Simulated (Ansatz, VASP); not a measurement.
Se: VASP beside Ansatz

Contents of INCAR:

```
ALGO = Normal
EDIFF = 1E-6
ENCUT = 520
GGA = PE
ISIF = 2
ISMEAR = 0
IVDW = 12
LASPH = True
LCHARG = False
LREAL = False
LWAVE = False
NBANDS = 16
NELM = 60
PREC = Accurate
SIGMA = 0.05
```

Contents of KPOINTS:

```
k-points
0
Gamma
  12 12 8
```

POSCAR

```
Se
1.0
    4.1039849228      0.0000000000      0.0000000000
   -2.0519924614      3.5541551999      0.0000000000
    0.0000000000      0.0000000000      5.1729033844
Se
3
Direct
    0.2473450691      0.0000000000      0.3333333333
    0.0000000000      0.2473450691      0.6666666667
    0.7526549309      0.7526549309      0.0000000000
```

Input for Ansatz:

```yaml
crystal:
  lattice:
    - [4.1039849262, 0.0, 0.0]
    - [-2.0519924631, 3.5541552028, 0.0]
    - [0.0, 0.0, 5.1729033758]
  atoms:
    - { symbol: Se, position: [0.2473450684, 0.0, 0.3333333333] }
    - { symbol: Se, position: [0.0, 0.2473450684, 0.6666666667] }
    - { symbol: Se, position: [0.7526549316, 0.7526549316, 0.0] }
basis:
  ecutwfc: 420
kpoints:
  mp_grid: { grid: [12, 12, 8] }
hamiltonian:
  xc: pbe
  dispersion: d3bj
scf:
  occupations: { method: gaussian, width: 0.05 }
output:
  forces: true
  stress: true
  eigenvalues: true
```

Alike in both runs: task single point; functional PBE; dispersion D3(BJ); k mesh 12 × 12 × 8; occupations gaussian, width 0.05 eV; no spin polarisation.

|  | VASP | Ansatz |
| --- | --- | --- |
| version | VASP 6.6.1 | Ansatz 0.2.0 |
| potentials or method | VASP PAW PBE potentials, release 64 (Se), cutoff 520 eV | scalar-relativistic, plane waves, PAW |
| valence electrons in the cell | 18 | 48 |

|  | VASP | Ansatz | Ansatz less VASP |
| --- | --- | --- | --- |
| gap on the k mesh at the Fermi level (eV) | 0.50 | 0.51 | +0.009 |
| least direct gap on the mesh (eV) | 0.52 | 0.52 | +0.009 |
| pressure (GPa) | -1.5 | -1.6 | -0.08 |
| traceless stress, the component that is largest in VASP (GPa) | -0.47 | -0.51 | -0.035 |
| rms of the force components (eV/Å) | 0.097 | 0.107 | +0.0100 |

Atom by atom the forces differ by 0.010 eV/Å (rms over components). VASP's potentials hold 18 valence electrons a cell and Ansatz's 48, so a difference there can come from the potentials and not from the codes.
